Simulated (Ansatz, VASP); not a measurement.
Ag in VASP and in Ansatz

File INCAR:

```
SYSTEM = Ag
  PREC = Accurate
  ENCUT = 520
  EDIFF = 1E-6
  ISMEAR = 0
  SIGMA = 0.15
  LREAL = .FALSE.
  LASPH = .TRUE.
  NELM = 80
  ALGO = Fast
  ISIF = 2
  LWAVE = .FALSE.
  LCHARG = .FALSE.
  GGA = PS
  NBANDS = 12
```

File KPOINTS:

```
Automatic mesh
0
G
  20 20 20
  0 0 0
```

The input POSCAR:

```
Ag
1.0
   -1.6556540000      1.6556540000      1.4693929250
    1.6556540000     -1.6556540000      1.4693929250
    1.6556540000      1.6556540000     -1.4693929250
Ag
1
Direct
    0.0000000000      0.0000000000      0.0000000000
```

Input for Ansatz:

```yaml
crystal:
  lattice:
    - [-1.655654, 1.655654, 1.469392925]
    - [1.655654, -1.655654, 1.469392925]
    - [1.655654, 1.655654, -1.469392925]
  atoms:
    - { symbol: Ag, position: [0.0, 0.0, 0.0] }
basis:
  ecutwfc: 420
kpoints:
  mp_grid: { grid: [20, 20, 20] }
hamiltonian:
  xc: pbesol
scf:
  occupations: { method: gaussian, width: 0.15 }
output:
  forces: true
  stress: true
  eigenvalues: true
```

Change from the starting cell: strain -0.1125 x Voigt [0, 0, 1, 0, 0, 0], atoms carried along.

Alike in both runs: task single point; functional PBEsol; k mesh 20 × 20 × 20; occupations gaussian, width 0.15 eV; no spin polarisation.

|  | VASP | Ansatz |
| --- | --- | --- |
| version | VASP 6.6.1 | Ansatz 0.2.0 |
| potentials or method | VASP PAW PBE potentials, release 64 (Ag), cutoff 520 eV | scalar-relativistic, plane waves, PAW |
| valence electrons in the cell | 11 | 19 |

|  | VASP | Ansatz | Ansatz less VASP |
| --- | --- | --- | --- |
| gap on the k mesh at the Fermi level (eV) | none | none | - |
| pressure (GPa) | 5.3 | 5.5 | +0.13 |
| traceless stress, the component that is largest in VASP (GPa) | 0.44 | 0.45 | +0.003 |

VASP's potentials were made for PBE, not for PBEsol. A gap of «none» marks a metal or a gap that the smearing closes. VASP's potentials hold 11 valence electrons a cell and Ansatz's 19, so a difference there can come from the potentials and not from the codes.
